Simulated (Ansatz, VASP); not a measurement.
**Ge: VASP beside Ansatz**

```
Ge
1.0
    -2.56622    2.56622    1.41686
     2.56622   -2.56622    1.41686
     2.56622    2.56622   -1.41686
Ge
2
Direct
  0.25000 0.75000 0.50000
  0.50000 0.50000 0.00000
```

Alike in both runs: functional r2SCAN; k mesh 22 × 22 × 22; occupations gaussian, width 0.1 eV; no spin polarisation.

Ansatz relaxed the structure, and its values are those at the end. VASP's run is a single point on that final structure, the one shown.

|  | VASP | Ansatz |
| --- | --- | --- |
| version | VASP 6.6.1 | Ansatz 0.2.0 |
| potentials or method | VASP PAW PBE potentials, release 64 (Ge_d), cutoff 520 eV | scalar-relativistic, plane waves, PAW |
| valence electrons in the cell | 28 | 28 |

Ansatz gave:

| Item | Value |
| --- | --- |
| gap on the k mesh at the Fermi level (eV) | none |
| pressure (GPa) | 0.0 |

Question: Estimate VASP's values.

Answer: gap on the k mesh at the Fermi level (eV): none; pressure (GPa): -0.2.

VASP's potentials were made for PBE, not for r2SCAN. A gap of «none» marks a metal or a gap that the smearing closes.
